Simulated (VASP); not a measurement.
Crystal: NiO.

```
Ni O
1.0
     0.00000    2.11335    2.11335
     2.11335    0.00000    2.11335
     2.11335    2.11335    0.00000
Ni O
1 1
Direct
  0.00000 0.00000 0.00000
  0.50000 0.50000 0.50000
```

Base run:

```yaml
Program: VASP 6.6.1
Functional: BLYP
Dispersion: D3(BJ)
Potentials_or_basis: VASP PAW PBE potentials, release 64 (Ni, O)
Cutoff: 520 eV
k_mesh: 11 × 11 × 11
Occupations: fermi-dirac, width 0.05 eV
Spin: collinear spin, ferromagnetic start
Starting_moments: "[1.0, 0.0] μB"
```

Its results: pressure -2.7 GPa; net moment 1.74 μB per cell; site moments Ni +1.43; O +0.27 μB.

The run is repeated on the same cell with these changes: functional from BLYP to PBEsol. What comes out?

Pressure -16.5 GPa; net moment 1.51 μB per cell; site moments Ni +1.25; O +0.22 μB.

PBEsol binds more tightly than BLYP, so the same cell stands under less pressure.

Caveats: the PAW data sets were made with another functional, which shifts forces and pressure a little; a cell with one magnetic atom can't hold antiferromagnetic order, which such compounds often take; the cell stands under tension (at least some runs).
